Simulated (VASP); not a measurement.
A run of VASP 6.6.1 is set up as follows.

File INCAR:

```
SYSTEM = BaTiO3
PREC = Accurate
ENCUT = 520
EDIFF = 1E-6
ISMEAR = 0
SIGMA = 0.05
LREAL = .False.
LASPH = .True.
NELM = 60
ALGO = Normal
ISIF = 2
LWAVE = .False.
LCHARG = .False.
GGA = PE
NBANDS = 28
```

Contents of KPOINTS:

```
regular mesh
0
Gamma
  6 6 6
  0 0 0
```

The input POSCAR:

```
BaTiO3
1.0
    2.7771785703      1.6529946342      2.3563003940
   -2.7771785703      1.6529946342      2.3563003940
    0.0000000000     -3.3059892684      2.3563003940
Ba Ti O
1 1 3
Direct
    0.0049545205      0.0049545205      0.0049545205
    0.5191875227      0.5191875227      0.5191875227
    0.4883938465      0.4883938465      0.9777702638
    0.4883938465      0.9777702638      0.4883938465
    0.9777702638      0.4883938465      0.4883938465
```

Potentials or basis: VASP PAW PBE potentials, release 64 (Ba_sv, Ti_sv, O).

Run with:

```console
$ cat potpaw_PBE.64/Ba_sv/POTCAR potpaw_PBE.64/Ti_sv/POTCAR potpaw_PBE.64/O/POTCAR > POTCAR
$ mpirun -np 1 vasp_std > vasp.out
```

Question: Estimate the largest force.

Answer: 0.483 eV/Å.

Question: What does it give for the pressure?

Answer: 7.1 GPa.

Question: Estimate the band gap on the k mesh.

Answer: 2.62 eV (least direct gap 3.06 eV).

Stress tensor (GPa, compression positive):
```
11.91  0.00  0.00
 0.00  4.90 -0.18
 0.00 -0.18  4.37
```

Caveat: the cell differs from its parent crystal (strain -0.0300 x Voigt [1, 0, 0, 0, 0, 0]); the cell stands under pressure; spin-orbit coupling is left out, which moves the levels of the heavy elements. A k mesh can miss the band edges.
